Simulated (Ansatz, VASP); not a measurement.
# One calculation of WC, two programs

```
W C
1.0
     2.88207    0.00000    0.00000
    -1.44104    2.49595    0.00000
     0.00000    0.00000    2.82387
W C
1 1
Cartesian
  0.0000 0.0000 0.0000
  1.4410 0.8320 1.4119
```

Alike in both runs: task relaxation of cell and atoms; functional LDA; k mesh 24 × 24 × 20; occupations gaussian, width 0.1 eV; no spin polarisation.

```csv
,VASP,Ansatz
version,VASP 6.6.1,Ansatz 0.2.0
potentials or method,"VASP PAW LDA potentials, release 64 (W_sv, C), cutoff 600 eV","scalar-relativistic, plane waves, PAW"
valence electrons in the cell,18,18
```

Ansatz gave:

| Quantity | Value |
| --- | --- |
| gap on the k mesh at the Fermi level, each at its own relaxed structure (eV) | none |
| relaxed volume (Å³/atom) | 10.13 |
| relaxed cell length with the largest relative difference (Å) | 2.812 |

Task: What did VASP give for the same quantities?

Result: gap on the k mesh at the Fermi level, each at its own relaxed structure (eV): none; relaxed volume (Å³/atom): 10.19; relaxed cell length with the largest relative difference (Å): 2.818.

Ansatz warns that its potentials were made for another functional, while VASP's fit it. LDA's correlation is that of Perdew and Zunger in VASP and of Perdew and Wang (1992) in Ansatz. A gap of «none» marks a metal or a gap that the smearing closes.

Neither program's run includes spin-orbit coupling.
